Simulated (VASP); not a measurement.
# Hf (P6_3/mmc) in VASP: further runs

Hf is run at these levels: PBE; tasks: single point.

Everything below comes from runs of VASP 6.6.1. Logs are shortened: lines on timing, memory, paths and dates and some standing lists are left out, and cuts for length are marked.

**1. The cell of the first run**

Symmetry: P6_3/mmc, No. 194, hexagonal system. Conventional cell: a = 3.270 Å, b = 3.270 Å, c = 5.158 Å, α = 90.00°, β = 90.00°, γ = 120.00°. Within 4.2 Å of Hf (site symmetry -6m2) lie 12 Hf at 3.20 to 3.27 Å.

**2. Single point, PBE (volume scaled by 1.06, then relaxed in part)**

Input file INCAR:

```
SYSTEM = Hf
  PREC = Accurate
  ENCUT = 520
  EDIFF = 1E-6
  ISMEAR = 0
  SIGMA = 0.1
  LREAL = .FALSE.
  LASPH = .TRUE.
  NELM = 80
  ALGO = Fast
  ISIF = 2
  LWAVE = .FALSE.
  LCHARG = .TRUE.
  GGA = PE
  LELF = .TRUE.
  LVHAR = .TRUE.
  NBANDS = 17
```

Input file KPOINTS:

```
regular mesh
0
G
  18 18 8
  0 0 0
```

Input file POSCAR:

```
Hf
1.0
    3.2702584861      0.0000000000      0.0000000000
   -1.6351292430      2.8321269259      0.0000000000
    0.0000000000      0.0000000000      5.1580968825
Hf
2
Direct
    0.3333333333      0.6666666667      0.2500000000
    0.6666666667      0.3333333333      0.7500000000
```

Potentials or basis: VASP PAW PBE potentials, release 64 (Hf_pv).

Started as:

```console
$ cat potpaw_PBE.64/Hf_pv/POTCAR > POTCAR
$ mpirun -np 1 vasp_std > vasp.out
```

OUTCAR:

```text
SYSTEM = Hf
   PREC = Accurate
   ENCUT = 520
   EDIFF = 1E-6
   ISMEAR = 0
   LREAL = .FALSE.
   LASPH = .TRUE.
   NELM = 80
   ISIF = 2
   GGA = PE

 ion  position               nearest neighbor table
   1  0.333  0.667  0.250-   2 3.20   2 3.20   2 3.20   2 3.20   2 3.20   2 3.20
   2  0.667  0.333  0.750-   1 3.20   1 3.20   1 3.20   1 3.20   1 3.20   1 3.20

  LATTYP: Found a hexagonal cell.
 ALAT       =     3.2702584861
 C/A-ratio  =     1.5772749782

  Lattice vectors:

 A1 = (   3.2702584861,   0.0000000000,   0.0000000000)
 A2 = (  -1.6351292430,   2.8321269259,   0.0000000000)
 A3 = (   0.0000000000,   0.0000000000,   5.1580968825)

Analysis of symmetry for initial positions (statically):
=====================================================================
 Subroutine PRICEL returns:
 Original cell was already a primitive cell.

 Routine SETGRP: Setting up the symmetry group for a
 hexagonal supercell.

 Subroutine GETGRP returns: Found 24 space group operations
 (whereof 12 operations were pure point group operations)
 out of a pool of 24 trial point group operations.

The static configuration has the point symmetry D_3d.
 The point group associated with its full space group is D_6h.

Analysis of symmetry for dynamics (positions and initial velocities):
=====================================================================
 Subroutine PRICEL returns:
 Original cell was already a primitive cell.

 Routine SETGRP: Setting up the symmetry group for a
 hexagonal supercell.

 Subroutine GETGRP returns: Found 24 space group operations
 (whereof 12 operations were pure point group operations)
 out of a pool of 24 trial point group operations.

The dynamic configuration has the point symmetry D_3d.
 The point group associated with its full space group is D_6h.

 Subroutine INISYM returns: Found 24 space group operations
 (whereof 12 operations are pure point group operations),
 and found     1 'primitive' translations

----------------------------------------------------------------------------------------

                                     Primitive cell

  volume of cell :      47.7732

  direct lattice vectors                    reciprocal lattice vectors
     3.270258486  0.000000000  0.000000000     0.305786226  0.176545760  0.000000000
    -1.635129243  2.832126926  0.000000000     0.000000000  0.353091520  0.000000000
     0.000000000  0.000000000  5.158096882     0.000000000  0.000000000  0.193869953

  length of vectors
     3.270258486  3.270258486  5.158096882     0.353091520  0.353091520  0.193869953

  position of ions in fractional coordinates (direct lattice)
     0.333333333  0.666666667  0.250000000
     0.666666667  0.333333333  0.750000000

  ion indices of the primitive-cell ions
   primitive index   ion index
                 1           1
                 2           2

----------------------------------------------------------------------------------------

 KPOINTS: regular mesh

Automatic generation of k-mesh.
 Grid dimensions read from file:
 generate k-points for:   18   18    8

 Generating k-lattice:

  Cartesian coordinates                     Fractional coordinates (reciprocal lattice)
     0.016988124  0.009808098  0.000000000     0.055555556 -0.000000000  0.000000000
     0.000000000  0.019616196  0.000000000     0.000000000  0.055555556  0.000000000
     0.000000000  0.000000000  0.024233744     0.000000000  0.000000000  0.125000000

  Length of vectors
     0.019616196  0.019616196  0.024233744

  Shift w.r.t. Gamma in fractional coordinates (k-lattice)
     0.000000000  0.000000000  0.000000000

 Subroutine IBZKPT returns following result:
 ===========================================

 Found    185 irreducible k-points:

 Following reciprocal coordinates:
            Coordinates               Weight
  0.000000  0.000000  0.000000      1.000000
  0.055556  0.000000  0.000000      6.000000
  0.111111  0.000000  0.000000      6.000000
  0.166667  0.000000  0.000000      6.000000
  0.222222  0.000000  0.000000      6.000000
  0.277778  0.000000  0.000000      6.000000
[... 16 lines left out ...]
  0.333333  0.111111  0.000000     12.000000
  0.388889  0.111111  0.000000     12.000000
 [... further k-points ...]
   k-points           NKPTS =    185   k-points in BZ     NKDIM =    185   number of bands    NBANDS=     17
   number of dos      NEDOS =    301   number of ions     NIONS =      2
   total plane-waves  NPLWV =  23040
   dimension x,y,z NGX =    24 NGY =   24 NGZ =   40
   dimension x,y,z NGXF=    48 NGYF=   48 NGZF=   80
   ions per type =               2
   NGX,Y,Z   is equivalent  to a cutoff of  12.20, 12.20, 12.89 a.u.
   NGXF,Y,Z  is equivalent  to a cutoff of  24.40, 24.40, 25.78 a.u.
 SYSTEM =  Hf
   PREC   = accura    normal or accurate (medium, high low for compatibility)
   ISTART =      0    job   : 0-new  1-cont  2-samecut
   ICHARG =      2    charge: 1-file 2-atom 10-const
   ISPIN  =      1    spin polarized calculation?
   LNONCOLLINEAR =      F non collinear calculations
   LSORBIT =      F    spin-orbit coupling
   LASPH  =      T    aspherical Exc in radial PAW
   ENCUT  =  520.0 eV  38.22 Ry    6.18 a.u.   6.08  6.08  9.59*2*pi/ulx,y,z
   NELM   =     80;   NELMIN=  2; NELMDL= -5     # of ELM steps
   EDIFF  = 0.1E-05   stopping-criterion for ELM
   LREAL  =      F    real-space projection
   EDIFFG = 0.1E-04   stopping-criterion for IOM
   NSW    =      0    number of steps for IOM
   IBRION =     -1    ionic relax: 0-MD 1-quasi-New 2-CG
   NFREE  =      0    steps in history (QN), initial steepest desc. (CG)
   ISIF   =      2    stress and relaxation
   ISYM   =      2    0-nonsym 1-usesym 2-fastsym
   POTIM  = 0.5000    time-step for ionic-motion
   TEBEG  =    0.0;   TEEND  =   0.0 temperature during run
   PSTRESS=    0.0 pullay stress
   NELECT =      20.0000    total number of electrons
   NUPDOWN=      -1.0000    fix difference up-down
   EMIN   =  10.00;   EMAX   =-10.00  energy-range for DOS
   EFERMI =   0.00;   METHOD = LEGACY
   ISMEAR =     0;   SIGMA  =   0.10  broadening in eV -4-tet -1-fermi 0-gaus
   EFERMI_NEDOS =   21; number of points for ismear=-14 and -15
   IALGO  =     68    algorithm
   IMIX   =      4    mixing-type and parameters
     AMIX     =   0.40;   BMIX     =  1.00
     AMIX_MAG =   1.60;   BMIX_MAG =  1.00
  volume/ion in A,a.u.               =      23.89       161.19
  Fermi-wavevector in a.u.,A,eV,Ry     =   1.224682  2.314314 20.406650  1.499846
  Thomas-Fermi vector in A             =   2.359748
   LORBIT       =      0    0 simple, 1 ext, 2 COOP (PROOUT), +10 PAW based schemes
   GGA     = PE    functional components
   LHFCALC =     F    Hartree Fock is set to
   AEXX    =    0.0000 exact exchange contribution
   IVDW    =     0    specifies the selected vdW correction
   LEPSILON=     F    determine dielectric tensor
   LRPA    =     F    only Hartree local field effects (RPA)
 non-spin polarized calculation
 RMM-DIIS sequential band-by-band and
 Gauss-broadening in eV      SIGMA  =   0.10
  energy-cutoff  :      520.00
  volume of cell :       47.77
 maximum number of plane-waves:      1306
   NGX = 13   NGY = 13   NGZ = 19

 number of electron      19.9999997 magnetization

 Free energy of the ion-electron system (eV)
  ---------------------------------------------------
  ext. energy  EPLUGINS =         0.00000000
  ---------------------------------------------------
  free energy    TOTEN  =       -19.79733823 eV

  energy without entropy =      -19.78965102  energy(sigma->0) =      -19.79349463

 E-fermi :   4.4788     XC(G=0): -10.9891

 val. band max:        4.4690589031   @ k =   0.0556   0.0556   0.5000
 cond. band min:       4.4798504257   @ k =   0.3333   0.2778   0.2500
 fundamental gap:      0.0107915226
 Fermi energy:         4.4787596575

 k-point     1 :       0.0000    0.0000    0.0000
  band No.  band energies     occupation
      1     -26.6754      2.00000
      2     -26.0781      2.00000
      3     -26.0781      2.00000
      4     -25.9777      2.00000
      5     -25.9728      2.00000
      6     -25.9728      2.00000
[... 9 lines left out ...]
     16       6.9451      0.00000
     17       9.4531      0.00000

 k-point     2 :       0.0556    0.0000    0.0000
  band No.  band energies     occupation
      1     -26.6689      2.00000
      2     -26.0915      2.00000
      3     -26.0827      2.00000
      4     -25.9870      2.00000
      5     -25.9808      2.00000
      6     -25.9746      2.00000
[... 9 lines left out ...]
     16       6.8617      0.00000
     17       9.5724      0.00000

 k-point     3 :       0.1111    0.0000    0.0000
  band No.  band energies     occupation
      1     -26.6501      2.00000
      2     -26.1300      2.00000
      3     -26.0957      2.00000
      4     -26.0274      2.00000
      5     -25.9898      2.00000
      6     -25.9800      2.00000
[... 9 lines left out ...]
     16       6.6864      0.00000
     17       9.6922      0.00000

 k-point     4 :       0.1667    0.0000    0.0000
  band No.  band energies     occupation
      1     -26.6199      2.00000
      2     -26.1892      2.00000
      3     -26.1150      2.00000
      4     -26.0882      2.00000
      5     -26.0050      2.00000
      6     -25.9887      2.00000
[... 9 lines left out ...]
     16       7.0557      0.00000
     17       9.8877      0.00000
[... 343 lines left out ...]
      1     -26.4699      2.00000
      2     -26.4043      2.00000
      3     -26.3230      2.00000
      4     -26.1916      2.00000
      5     -26.0932      2.00000
      6     -26.0549      2.00000
[... 9 lines left out ...]
     16       9.3279      0.00000
     17      10.1782      0.00000

 k-point    23 :       0.3333    0.1111    0.0000
  band No.  band energies     occupation
      1     -26.4598      2.00000
      2     -26.4224      2.00000
      3     -26.3600      2.00000
      4     -26.2201      2.00000
      5     -26.1265      2.00000
      6     -26.0675      2.00000
[... 9 lines left out ...]
     16      10.0490      0.00000
     17      10.2287      0.00000

 k-point    24 :       0.3889    0.1111    0.0000
  band No.  band energies     occupation
      1     -26.4959      2.00000
      2     -26.3840      2.00000
      3     -26.3838      2.00000
      4     -26.2384      2.00000
      5     -26.1556      2.00000
      6     -26.0757      2.00000
[... 9 lines left out ...]
     16      10.2563      0.00000
     17      10.6798      0.00000

 [... further k-points ...]

------------------------ aborting loop because EDIFF is reached ----------------------------------------

  FORCE on cell =-STRESS in cart. coord.  units (eV):
  Direction    XX          YY          ZZ          XY          YZ          ZX
  --------------------------------------------------------------------------------------
  -------------------------------------------------------------------------------------
  Total       -1.7814106     -1.7814106     -1.7912196     -0.0000000      0.0000000      0.0000000
  in kB      -59.7434540    -59.7434540    -60.0724205     -0.0000000      0.0000000      0.0000000
  external PRESSURE =     -59.8531095 kB  Pullay stress =       0.0000000 kB

 VOLUME and BASIS-vectors are now :
 -----------------------------------------------------------------------------
  energy-cutoff  :      520.00
  volume of cell :       47.77
      direct lattice vectors                 reciprocal lattice vectors
     3.270258486  0.000000000  0.000000000     0.305786226  0.176545760  0.000000000
    -1.635129243  2.832126926  0.000000000     0.000000000  0.353091520  0.000000000
     0.000000000  0.000000000  5.158096882     0.000000000  0.000000000  0.193869953

 POSITION                                       TOTAL-FORCE (eV/Angst)
 -----------------------------------------------------------------------------------
     -0.00000      1.88808      1.28952        -0.000000     -0.000000      0.000000
      1.63513      0.94404      3.86857         0.000000      0.000000      0.000000
 -----------------------------------------------------------------------------------
    total drift:                               -0.000000      0.000000     -0.000000

  FREE ENERGIE OF THE ION-ELECTRON SYSTEM (eV)
  ---------------------------------------------------
  free  energy   TOTEN  =       -19.7973382322 eV

  energy  without entropy=      -19.7896510200  energy(sigma->0) =      -19.79349463
```

Run time: 49 s. Hardware: 1 thread of Intel Xeon 6975P-C (Granite Rapids), shared host; peak memory 0.25 GiB.

What came out:

```yaml
Free_energy: -19.7973 eV
Pressure: -6.0 GPa
Band_gap_on_the_k_mesh: zero (band 10 reaches 5.63 eV, above the bottom of band 11 at 4.04 eV)
```

Caveat: spin-orbit coupling is left out, which moves the levels of the heavy elements.

**3. Single point, PBE (volume scaled by 0.94, then relaxed in part)**

Input file INCAR:

```
  PREC = Accurate
  ENCUT = 520
  EDIFF = 1E-6
  ISMEAR = 0
  SIGMA = 0.1
  LREAL = F
  LASPH = T
  NELM = 60
  ALGO = Fast
  ISIF = 2
  LWAVE = F
  LCHARG = F
  GGA = PE
  NBANDS = 17
```

Input file KPOINTS:

```
Automatic mesh
0
Gamma
  18 18 8
```

Input file POSCAR:

```
Hf
1.0
    3.1370852095      0.0000000000      0.0000000000
   -1.5685426048      2.7167954852      0.0000000000
    0.0000000000      0.0000000000      4.9707625270
Hf
2
Direct
    0.3333333333      0.6666666667      0.2500000000
    0.6666666667      0.3333333333      0.7500000000
```

Potentials or basis: VASP PAW PBE potentials, release 64 (Hf_pv).

Started as:

```console
$ cat potpaw_PBE.64/Hf_pv/POTCAR > POTCAR
$ mpirun -np 1 vasp_std > vasp.out
```

OUTCAR:

```text
PREC = Accurate
   ENCUT = 520
   EDIFF = 1E-6
   ISMEAR = 0
   LREAL = F
   LASPH = T
   NELM = 60
   ISIF = 2
   GGA = PE

 ion  position               nearest neighbor table
   1  0.333  0.667  0.250-   2 3.08   2 3.08   2 3.08   2 3.08   2 3.08   2 3.08
   2  0.667  0.333  0.750-   1 3.08   1 3.08   1 3.08   1 3.08   1 3.08   1 3.08

  LATTYP: Found a hexagonal cell.
 ALAT       =     3.1370852095
 C/A-ratio  =     1.5845162611

  Lattice vectors:

[... 668 lines left out ...]

 [... further k-points ...]

------------------------ aborting loop because EDIFF is reached ----------------------------------------

  FORCE on cell =-STRESS in cart. coord.  units (eV):
  Direction    XX          YY          ZZ          XY          YZ          ZX
  --------------------------------------------------------------------------------------
  -------------------------------------------------------------------------------------
  Total        1.8329449      1.8329449      1.8212289     -0.0000000      0.0000000     -0.0000000
  in kB       69.3192279     69.3192279     68.8761443     -0.0000000      0.0000000     -0.0000000
  external PRESSURE =      69.1715334 kB  Pullay stress =       0.0000000 kB

 VOLUME and BASIS-vectors are now :
 -----------------------------------------------------------------------------
  energy-cutoff  :      520.00
  volume of cell :       42.36
      direct lattice vectors                 reciprocal lattice vectors
     3.137085209  0.000000000  0.000000000     0.318767242  0.184040353  0.000000000
    -1.568542605  2.716795485  0.000000000     0.000000000  0.368080706  0.000000000
     0.000000000  0.000000000  4.970762527     0.000000000  0.000000000  0.201176378

 POSITION                                       TOTAL-FORCE (eV/Angst)
 -----------------------------------------------------------------------------------
     -0.00000      1.81120      1.24269        -0.000000     -0.000000      0.000000
      1.56854      0.90560      3.72807         0.000000      0.000000      0.000000
 -----------------------------------------------------------------------------------
    total drift:                               -0.000000      0.000000     -0.000000

  FREE ENERGIE OF THE ION-ELECTRON SYSTEM (eV)
  ---------------------------------------------------
  free  energy   TOTEN  =       -19.8018013432 eV

  energy  without entropy=      -19.7953015812  energy(sigma->0) =      -19.79855146
```

Wall time 49 s (1 thread of Intel Xeon 6975P-C (Granite Rapids), shared host); peak memory 0.23 GiB.

Results:

| Quantity | Value |
| --- | --- |
| Free energy | -19.8018 eV |
| Pressure | 6.9 GPa |
| Band gap on the k mesh | zero (band 10 reaches 6.50 eV, above the bottom of band 11 at 4.92 eV) |

Levels at points of the mesh, in eV from the Fermi level:
| k point | band 7 | band 8 | band 9 | band 10 | band 11 | band 12 | band 13 | band 14 |
| --- | --- | --- | --- | --- | --- | --- | --- | --- |
| (0.00, 0.00, 0.00) | -7.59 | -3.91 | 0.81 | 1.17 | 1.17 | 1.46 | 2.05 | 2.05 |
| (0.50, 0.00, 0.00) | -3.46 | -2.98 | -2.43 | -0.72 | 0.77 | 0.91 | 1.76 | 6.25 |
| (0.00, 0.00, 0.50) | -5.51 | -5.51 | 0.10 | 0.10 | 1.06 | 1.06 | 1.06 | 1.06 |
| (0.50, 0.00, 0.50) | -3.61 | -3.61 | -1.11 | -1.11 | 1.35 | 1.35 | 2.76 | 2.76 |

Caveat: spin-orbit coupling is left out, which moves the levels of the heavy elements.

(Continued in part 2 of 2.)
